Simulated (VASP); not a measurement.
# Ta in VASP: further runs

Runs on Ta. Level: PBE. Tasks: single point.

Everything below comes from runs of VASP 6.6.1. Logs are shortened: lines on timing, memory, paths and dates and some standing lists are left out, and cuts for length are marked.

### 1 The cell of the first run

The cell holds a wire or tube with vacuum around it, 20 atoms: a = 19.000 Å, b = 19.300 Å, c = 3.195 Å, α = 90.00°, β = 90.00°, γ = 90.00°.

### 2 Single point, PBE

Contents of INCAR:

```
PREC = Accurate
ENCUT = 520
EDIFF = 1E-6
ISMEAR = 0
SIGMA = 0.05
LREAL = Auto
LASPH = True
NELM = 60
ALGO = Fast
ISIF = 2
LWAVE = False
LCHARG = False
GGA = PE
NBANDS = 126
```

Contents of KPOINTS:

```
Automatic mesh
0
Gamma
  1 1 16
```

Contents of POSCAR:

```
Ta
1.0
   19.0000000000      0.0000000000      0.0000000000
    0.0000000000     19.3000000000      0.0000000000
    0.0000000000      0.0000000000      3.1948550481
Ta
20
Direct
    0.2506249463      0.3175674782      0.0000000000
    0.2430424902      0.5000000000      0.0000000000
    0.2506249463      0.6824325218      0.0000000000
    0.4129414014      0.3317881649      0.0000000000
    0.4080866960      0.5000000000      0.0000000000
    0.4129414014      0.6682118351      0.0000000000
    0.5841049434      0.3265662524      0.0000000000
    0.5854133484      0.5000000000      0.0000000000
    0.5841049434      0.6734337476      0.0000000000
    0.7484858250      0.5000000000      0.0000000000
    0.3347616273      0.2421606696      0.5000000000
    0.3201977494      0.4116567264      0.5000000000
    0.3201977494      0.5883432736      0.5000000000
    0.3347616273      0.7578393304      0.5000000000
    0.4951677642      0.2485977733      0.5000000000
    0.5006315467      0.4146114888      0.5000000000
    0.5006315467      0.5853885112      0.5000000000
    0.4951677642      0.7514022267      0.5000000000
    0.6723729939      0.4154263558      0.5000000000
    0.6723729939      0.5845736442      0.5000000000
```

Potentials or basis: VASP PAW PBE potentials, release 64 (Ta_pv).

Command:

```
$ cat potpaw_PBE.64/Ta_pv/POTCAR > POTCAR
$ mpirun -np 1 vasp_std > vasp.out
```

OUTCAR:

```text
PREC = Accurate
   ENCUT = 520
   EDIFF = 1E-6
   ISMEAR = 0
   LREAL = Auto
   LASPH = True
   NELM = 60
   ISIF = 2
   GGA = PE

 ion  position               nearest neighbor table
   1  0.251  0.318  0.000-  11 2.69  11 2.69  12 2.76  12 2.76   4 3.10   2 3.52
   2  0.243  0.500  0.000-  12 2.76  13 2.76  12 2.76  13 2.76   5 3.14   3 3.52   1 3.52
   3  0.251  0.682  0.000-  14 2.69  14 2.69  13 2.76  13 2.76   6 3.10   2 3.52
   4  0.413  0.332  0.000-  15 2.75  15 2.75  11 2.78  11 2.78  16 2.81  16 2.81  12 2.83  12 2.83
                             1 3.10   5 3.25   7 3.25
   5  0.408  0.500  0.000-  12 2.87  13 2.87  12 2.87  13 2.87  16 2.89  17 2.89  16 2.89  17 2.89
                             2 3.14   4 3.25   6 3.25   8 3.37
   6  0.413  0.668  0.000-  18 2.75  18 2.75  14 2.78  14 2.78  17 2.81  17 2.81  13 2.83  13 2.83
                             3 3.10   5 3.25   9 3.25
   7  0.584  0.327  0.000-  15 2.77  15 2.77  16 2.82  16 2.82  19 2.88  19 2.88   4 3.25   8 3.35

   8  0.585  0.500  0.000-  16 2.80  17 2.80  16 2.80  17 2.80  19 2.82  20 2.82  19 2.82  20 2.82
                            10 3.10   9 3.35   7 3.35   5 3.37
   9  0.584  0.673  0.000-  18 2.77  18 2.77  17 2.82  17 2.82  20 2.88  20 2.88   6 3.25   8 3.35

  10  0.748  0.500  0.000-  19 2.70  20 2.70  19 2.70  20 2.70   8 3.10
  11  0.335  0.242  0.500-   1 2.69   1 2.69   4 2.78   4 2.78  15 3.05  12 3.28
  12  0.320  0.412  0.500-   1 2.76   1 2.76   2 2.76   2 2.76   4 2.83   4 2.83   5 2.87   5 2.87
                            11 3.28  13 3.41  16 3.43
  13  0.320  0.588  0.500-   3 2.76   3 2.76   2 2.76   2 2.76   6 2.83   6 2.83   5 2.87   5 2.87
                            14 3.28  12 3.41  17 3.43
  14  0.335  0.758  0.500-   3 2.69   3 2.69   6 2.78   6 2.78  18 3.05  13 3.28
  15  0.495  0.249  0.500-   4 2.75   4 2.75   7 2.77   7 2.77  11 3.05  16 3.21
  16  0.501  0.415  0.500-   8 2.80   8 2.80   4 2.81   4 2.81   7 2.82   7 2.82   5 2.89   5 2.89
                            15 3.21  19 3.26  17 3.30  12 3.43
  17  0.501  0.585  0.500-   8 2.80   8 2.80   6 2.81   6 2.81   9 2.82   9 2.82   5 2.89   5 2.89
                            18 3.21  20 3.26  16 3.30  13 3.43
  18  0.495  0.751  0.500-   6 2.75   6 2.75   9 2.77   9 2.77  14 3.05  17 3.21
  19  0.672  0.415  0.500-  10 2.70  10 2.70   8 2.82   8 2.82   7 2.88   7 2.88  16 3.26  20 3.26

  20  0.672  0.585  0.500-  10 2.70  10 2.70   8 2.82   8 2.82   9 2.88   9 2.88  17 3.26  19 3.26

  LATTYP: Found a simple orthorhombic cell.
 ALAT       =     3.1948550481
 B/A-ratio  =     5.9470616707
 C/A-ratio  =     6.0409626444

  Lattice vectors:

 A1 = (   0.0000000000,   0.0000000000,   3.1948550481)
 A2 = (  19.0000000000,   0.0000000000,   0.0000000000)
 A3 = (   0.0000000000,  19.3000000000,   0.0000000000)

Analysis of symmetry for initial positions (statically):
=====================================================================
 Subroutine PRICEL returns:
 Original cell was already a primitive cell.

 Routine SETGRP: Setting up the symmetry group for a
 simple orthorhombic supercell.

 Subroutine GETGRP returns: Found  4 space group operations
 (whereof  4 operations were pure point group operations)
 out of a pool of  8 trial point group operations.

The static configuration has the point symmetry C_2v.

Analysis of symmetry for dynamics (positions and initial velocities):
=====================================================================
 Subroutine PRICEL returns:
 Original cell was already a primitive cell.

 Routine SETGRP: Setting up the symmetry group for a
 simple orthorhombic supercell.

 Subroutine GETGRP returns: Found  4 space group operations
 (whereof  4 operations were pure point group operations)
 out of a pool of  8 trial point group operations.

The dynamic configuration has the point symmetry C_2v.

 Subroutine INISYM returns: Found  4 space group operations
 (whereof  4 operations are pure point group operations),
 and found     1 'primitive' translations

----------------------------------------------------------------------------------------

                                     Primitive cell

  volume of cell :    1171.5533

  direct lattice vectors                    reciprocal lattice vectors
    19.000000000  0.000000000  0.000000000     0.052631579  0.000000000  0.000000000
     0.000000000 19.300000000  0.000000000     0.000000000  0.051813472  0.000000000
     0.000000000  0.000000000  3.194855048     0.000000000  0.000000000  0.313003246
[... 56 lines left out ...]

 Generating k-lattice:

  Cartesian coordinates                     Fractional coordinates (reciprocal lattice)
     0.052631579  0.000000000  0.000000000     1.000000000  0.000000000  0.000000000
     0.000000000  0.051813472  0.000000000     0.000000000  1.000000000  0.000000000
     0.000000000  0.000000000  0.019562703     0.000000000  0.000000000  0.062500000

  Length of vectors
     0.052631579  0.051813472  0.019562703

  Shift w.r.t. Gamma in fractional coordinates (k-lattice)
     0.000000000  0.000000000  0.000000000

 Subroutine IBZKPT returns following result:
 ===========================================

 Found      9 irreducible k-points:

 Following reciprocal coordinates:
            Coordinates               Weight
  0.000000  0.000000  0.000000      1.000000
  0.000000  0.000000  0.062500      2.000000
  0.000000  0.000000  0.125000      2.000000
  0.000000  0.000000  0.187500      2.000000
  0.000000  0.000000  0.250000      2.000000
  0.000000  0.000000  0.312500      2.000000
  0.000000  0.000000  0.375000      2.000000
  0.000000  0.000000  0.437500      2.000000
  0.000000  0.000000  0.500000      1.000000
   k-points           NKPTS =      9   k-points in BZ     NKDIM =      9   number of bands    NBANDS=    126
   number of dos      NEDOS =    301   number of ions     NIONS =     20
   total plane-waves  NPLWV = 497664
   dimension x,y,z NGX =   144 NGY =  144 NGZ =   24
   dimension x,y,z NGXF=   288 NGYF=  288 NGZF=   48
   ions per type =              20
   NGX,Y,Z   is equivalent  to a cutoff of  12.60, 12.40, 12.49 a.u.
   NGXF,Y,Z  is equivalent  to a cutoff of  25.20, 24.81, 24.98 a.u.
 SYSTEM =  unknown system
   PREC   = accura    normal or accurate (medium, high low for compatibility)
   ISTART =      0    job   : 0-new  1-cont  2-samecut
   ICHARG =      2    charge: 1-file 2-atom 10-const
   ISPIN  =      1    spin polarized calculation?
   LNONCOLLINEAR =      F non collinear calculations
   LSORBIT =      F    spin-orbit coupling
   LASPH  =      T    aspherical Exc in radial PAW
   ENCUT  =  520.0 eV  38.22 Ry    6.18 a.u.  35.33 35.89  5.94*2*pi/ulx,y,z
   NELM   =     60;   NELMIN=  2; NELMDL= -5     # of ELM steps
   EDIFF  = 0.1E-05   stopping-criterion for ELM
   LREAL  =      T    real-space projection
   EDIFFG = 0.1E-04   stopping-criterion for IOM
   NSW    =      0    number of steps for IOM
   IBRION =     -1    ionic relax: 0-MD 1-quasi-New 2-CG
   NFREE  =      0    steps in history (QN), initial steepest desc. (CG)
   ISIF   =      2    stress and relaxation
   ISYM   =      2    0-nonsym 1-usesym 2-fastsym
   POTIM  = 0.5000    time-step for ionic-motion
   TEBEG  =    0.0;   TEEND  =   0.0 temperature during run
   PSTRESS=    0.0 pullay stress
   NELECT =     220.0000    total number of electrons
   NUPDOWN=      -1.0000    fix difference up-down
   EMIN   =  10.00;   EMAX   =-10.00  energy-range for DOS
   EFERMI =   0.00;   METHOD = LEGACY
   ISMEAR =     0;   SIGMA  =   0.05  broadening in eV -4-tet -1-fermi 0-gaus
   EFERMI_NEDOS =   21; number of points for ismear=-14 and -15
   IALGO  =     68    algorithm
   IMIX   =      4    mixing-type and parameters
     AMIX     =   0.40;   BMIX     =  1.00
     AMIX_MAG =   1.60;   BMIX_MAG =  1.00
  volume/ion in A,a.u.               =      58.58       395.30
  Fermi-wavevector in a.u.,A,eV,Ry     =   0.937479  1.771579 11.957718  0.878867
  Thomas-Fermi vector in A             =   2.064594
   LORBIT       =      0    0 simple, 1 ext, 2 COOP (PROOUT), +10 PAW based schemes
   GGA     = PE    functional components
   LHFCALC =     F    Hartree Fock is set to
   AEXX    =    0.0000 exact exchange contribution
   IVDW    =     0    specifies the selected vdW correction
   LEPSILON=     F    determine dielectric tensor
   LRPA    =     F    only Hartree local field effects (RPA)
 non-spin polarized calculation
 RMM-DIIS sequential band-by-band and
 Gauss-broadening in eV      SIGMA  =   0.05
  energy-cutoff  :      520.00
  volume of cell :     1171.55
 maximum number of plane-waves:     31660
 NGX is ok and might be reduce to   144
   NGX = 71   NGY = 71   NGZ = 11

 number of electron     219.9999985 magnetization

 Free energy of the ion-electron system (eV)
  ---------------------------------------------------
  ext. energy  EPLUGINS =         0.00000000
  ---------------------------------------------------
  free energy    TOTEN  =      -216.49902302 eV

  energy without entropy =     -216.47320835  energy(sigma->0) =     -216.48611568

 E-fermi :  -0.7488     XC(G=0):  -5.1036

 val. band max:       -0.7563692636   @ k =   0.0000   0.0000   0.4375
 cond. band min:      -0.7262107101   @ k =   0.0000   0.0000   0.1250
 fundamental gap:      0.0301585535
 Fermi energy:        -0.7487951737

 k-point     1 :       0.0000    0.0000    0.0000
  band No.  band energies     occupation
      1     -35.6617      2.00000
      2     -35.6575      2.00000
      3     -35.5063      2.00000
      4     -35.4351      2.00000
      5     -35.4298      2.00000
      6     -35.4042      2.00000
[... 1114 lines left out ...]
    121       0.5327      0.00000
    122       0.5373      0.00000
 [bands above 122 left out]

------------------------ aborting loop because EDIFF is reached ----------------------------------------

  FORCE on cell =-STRESS in cart. coord.  units (eV):
  Direction    XX          YY          ZZ          XY          YZ          ZX
  --------------------------------------------------------------------------------------
  -------------------------------------------------------------------------------------
  Total        0.0721953      0.1080732      0.1460670      0.0000000      0.0000000      0.0000000
  in kB        0.0987318      0.1477974      0.1997563      0.0000000      0.0000000      0.0000000
  external PRESSURE =       0.1487618 kB  Pullay stress =       0.0000000 kB

 VOLUME and BASIS-vectors are now :
 -----------------------------------------------------------------------------
  energy-cutoff  :      520.00
  volume of cell :     1171.55
      direct lattice vectors                 reciprocal lattice vectors
    19.000000000  0.000000000  0.000000000     0.052631579  0.000000000  0.000000000
     0.000000000 19.300000000  0.000000000     0.000000000  0.051813472  0.000000000
     0.000000000  0.000000000  3.194855048     0.000000000  0.000000000  0.313003246

 POSITION                                       TOTAL-FORCE (eV/Angst)
 -----------------------------------------------------------------------------------
      4.76187      6.12905      0.00000        -0.001126     -0.006343     -0.000000
      4.61781      9.65000      0.00000        -0.011271      0.000000      0.000000
      4.76187     13.17095      0.00000        -0.001126      0.006343     -0.000000
      7.84589      6.40351      0.00000        -0.003754     -0.012565      0.000000
      7.75365      9.65000      0.00000         0.005585      0.000000      0.000000
      7.84589     12.89649      0.00000        -0.003754      0.012565      0.000000
[... 12 lines left out ...]
     12.77509      8.01773      1.59743         0.003339     -0.004084      0.000000
     12.77509     11.28227      1.59743         0.003339      0.004084      0.000000
 -----------------------------------------------------------------------------------
    total drift:                               -0.003188      0.000000      0.000000

  FREE ENERGIE OF THE ION-ELECTRON SYSTEM (eV)
  ---------------------------------------------------
  free  energy   TOTEN  =      -216.4990230215 eV

  energy  without entropy=     -216.4732083458  energy(sigma->0) =     -216.48611568
```

Wall time 2 h (1 thread of Oxide Virtual Turin-like, shared host); peak memory 1.4 GiB.

What came out:

- Free energy: -216.4990 eV
- Largest force: 0.013 eV/Å
- Band gap on the k mesh: zero (bands 110 and 111 overlap by 0.57 eV)

Forces in eV/Å, atoms in the order of the input:
```
Ta  -0.001 -0.006  0.000
Ta  -0.011  0.000  0.000
Ta  -0.001  0.006  0.000
Ta  -0.004 -0.013  0.000
Ta   0.006  0.000  0.000
Ta  -0.004  0.013  0.000
Ta   0.002 -0.009  0.000
Ta   0.011  0.000  0.000
Ta   0.002  0.009  0.000
Ta   0.012  0.000  0.000
Ta  -0.008 -0.004  0.000
Ta  -0.008  0.003  0.000
Ta  -0.008 -0.003  0.000
Ta  -0.008  0.004  0.000
Ta   0.004  0.000  0.000
Ta   0.003 -0.006  0.000
Ta   0.003  0.006  0.000
Ta   0.004  0.000  0.000
Ta   0.003 -0.004  0.000
Ta   0.003  0.004  0.000
```

Caveat: spin-orbit coupling is left out, which moves the levels of the heavy elements.

### 3 Single point, PBE

This run uses another cell than the first one.

Contents of INCAR:

```
SYSTEM = Ta
PREC = Accurate
ENCUT = 520
EDIFF = 1E-6
ISMEAR = 0
SIGMA = 0.05
LREAL = Auto
LASPH = .TRUE.
NELM = 60
ALGO = Fast
ISIF = 2
LWAVE = .FALSE.
LCHARG = .FALSE.
GGA = PE
NBANDS = 126
```

Contents of KPOINTS:

```
regular mesh
0
G
  1 1 16
  0 0 0
```

Contents of POSCAR:

```
Ta
1.0
   19.0000000000      0.0000000000      0.0000000000
    0.0000000000     19.3000000000      0.0000000000
    0.0000000000      0.0000000000      3.3187896404
Ta
20
Direct
    0.2379902915      0.3280419875      0.0000000000
    0.2379902915      0.5000000000      0.0000000000
    0.2379902915      0.6719580125      0.0000000000
    0.4126634305      0.3280419875      0.0000000000
    0.4126634305      0.5000000000      0.0000000000
    0.4126634305      0.6719580125      0.0000000000
    0.5873365695      0.3280419875      0.0000000000
    0.5873365695      0.5000000000      0.0000000000
    0.5873365695      0.6719580125      0.0000000000
    0.7620097085      0.5000000000      0.0000000000
    0.3253268610      0.2420629813      0.5000000000
    0.3253268610      0.4140209938      0.5000000000
    0.3253268610      0.5859790062      0.5000000000
    0.3253268610      0.7579370187      0.5000000000
    0.5000000000      0.2420629813      0.5000000000
    0.5000000000      0.4140209938      0.5000000000
    0.5000000000      0.5859790062      0.5000000000
    0.5000000000      0.7579370187      0.5000000000
    0.6746731390      0.4140209938      0.5000000000
    0.6746731390      0.5859790062      0.5000000000
```

Potentials or basis: VASP PAW PBE potentials, release 64 (Ta_pv).

Command:

```
$ cat potpaw_PBE.64/Ta_pv/POTCAR > POTCAR
$ mpirun -np 1 vasp_std > vasp.out
```

OUTCAR:

```text
SYSTEM = Ta
   PREC = Accurate
   ENCUT = 520
   EDIFF = 1E-6
   ISMEAR = 0
   LREAL = Auto
   LASPH = .TRUE.
   NELM = 60
   ISIF = 2
   GGA = PE

 ion  position               nearest neighbor table
   1  0.238  0.328  0.000-  11 2.87  11 2.87  12 2.87  12 2.87   4 3.32   2 3.32
   2  0.238  0.500  0.000-  12 2.87  13 2.87  12 2.87  13 2.87   5 3.32   3 3.32   1 3.32
   3  0.238  0.672  0.000-  14 2.87  14 2.87  13 2.87  13 2.87   6 3.32   2 3.32
   4  0.413  0.328  0.000-  11 2.87  11 2.87  15 2.87  15 2.87  12 2.87  12 2.87  16 2.87  16 2.87
                             1 3.32   7 3.32   5 3.32
   5  0.413  0.500  0.000-  12 2.87  13 2.87  12 2.87  13 2.87  16 2.87  17 2.87  16 2.87  17 2.87
                             2 3.32   8 3.32   6 3.32   4 3.32
   6  0.413  0.672  0.000-  14 2.87  14 2.87  18 2.87  18 2.87  13 2.87  13 2.87  17 2.87  17 2.87
[... 1373 lines left out ...]

 VOLUME and BASIS-vectors are now :
 -----------------------------------------------------------------------------
  energy-cutoff  :      520.00
  volume of cell :     1217.00
      direct lattice vectors                 reciprocal lattice vectors
    19.000000000  0.000000000  0.000000000     0.052631579  0.000000000  0.000000000
     0.000000000 19.300000000  0.000000000     0.000000000  0.051813472  0.000000000
     0.000000000  0.000000000  3.318789640     0.000000000  0.000000000  0.301314668

 POSITION                                       TOTAL-FORCE (eV/Angst)
 -----------------------------------------------------------------------------------
      4.52182      6.33121      0.00000         2.146815     -0.240774      0.000000
      4.52182      9.65000      0.00000         1.194833      0.000000      0.000000
      4.52182     12.96879      0.00000         2.146815      0.240774      0.000000
      7.84061      6.33121      0.00000        -0.227274     -0.860325      0.000000
      7.84061      9.65000      0.00000        -0.234955      0.000000      0.000000
      7.84061     12.96879      0.00000        -0.227274      0.860325      0.000000
[... 12 lines left out ...]
     12.81879      7.99061      1.65939         0.344772      1.013880     -0.000000
     12.81879     11.30939      1.65939         0.344772     -1.013880     -0.000000
 -----------------------------------------------------------------------------------
    total drift:                               -0.004399      0.000000     -0.000001

  FREE ENERGIE OF THE ION-ELECTRON SYSTEM (eV)
  ---------------------------------------------------
  free  energy   TOTEN  =      -214.3056248259 eV

  energy  without entropy=     -214.2558853193  energy(sigma->0) =     -214.28075507
```

OSZICAR:

```text
N       E                     dE             d eps       ncg     rms          rms(c)
DAV:   1     0.177618143641E+04    0.17762E+04   -0.12008E+05  2996   0.148E+03
DAV:   2    -0.126156853185E+03   -0.19023E+04   -0.18660E+04  2642   0.375E+02
DAV:   3    -0.234530312657E+03   -0.10837E+03   -0.10382E+03  2850   0.702E+01
[... 31 lines left out ...]
RMM:  35    -0.214305619073E+03   -0.30917E-05   -0.28682E-05  1100   0.171E-03    0.240E-04
RMM:  36    -0.214305621459E+03   -0.23861E-05   -0.21634E-05  1060   0.149E-03    0.162E-04
RMM:  37    -0.214305622988E+03   -0.15288E-05   -0.14116E-05   977   0.132E-03    0.137E-04
RMM:  38    -0.214305624107E+03   -0.11191E-05   -0.10499E-05   915   0.118E-03    0.135E-04
RMM:  39    -0.214305624826E+03   -0.71877E-06   -0.68430E-06   899   0.107E-03
   1 F= -.21430562E+03 E0= -.21428076E+03  d E =-.497395E-01
```

stdout:

```text
POSCAR found type information on POSCAR Ta
 POSCAR found :  1 types and      20 ions
 scaLAPACK will be used
 LDA part: xc-table for (Slater+PW92), standard interpolation
 POSCAR, INCAR and KPOINTS ok, starting setup
 FFT: planning ... GRIDC
 FFT: planning ... GRID_SOFT
 FFT: planning ... GRID
 WAVECAR not read
 entering main loop
```

It took 2.3 h on 1 thread of Oxide Virtual Turin-like, shared host; peak memory 1.6 GiB.

Results:

* Free energy: -214.3056 eV
* Largest force: 2.451 eV/Å
* Band gap on the k mesh: zero (bands 110 and 111 overlap by 0.56 eV)

Forces on the atoms (eV/Å):
```
Ta   2.147 -0.241  0.000
Ta   1.195  0.000  0.000
Ta   2.147  0.241  0.000
Ta  -0.227 -0.860  0.000
Ta  -0.235  0.000  0.000
Ta  -0.227  0.860  0.000
Ta  -0.769 -0.396  0.000
Ta   0.390  0.000  0.000
Ta  -0.769  0.396  0.000
Ta  -2.451  0.000  0.000
Ta  -0.206  1.946  0.000
Ta  -1.070 -0.380  0.000
Ta  -1.070  0.380  0.000
Ta  -0.206 -1.946  0.000
Ta  -0.250  1.654  0.000
Ta   0.581 -0.258  0.000
Ta   0.581  0.258  0.000
Ta  -0.250 -1.654  0.000
Ta   0.345  1.014  0.000
Ta   0.345 -1.014  0.000
```

Levels at points of the mesh, in eV from the Fermi level:
| k point | band 109 | band 110 | band 111 | band 112 | band 113 | band 114 |
| --- | --- | --- | --- | --- | --- | --- |
| (0.00, 0.00, 0.00) | 0.21 | 0.22 | 0.29 | 0.33 | 0.33 | 0.41 |
| (0.00, 0.00, 0.50) | -0.18 | 0.00 | 0.01 | 0.02 | 0.17 | 0.27 |

Caveat: spin-orbit coupling is left out, which moves the levels of the heavy elements.

The gap in the log of VASP goes by the Fermi energy; the results here count the filled bands.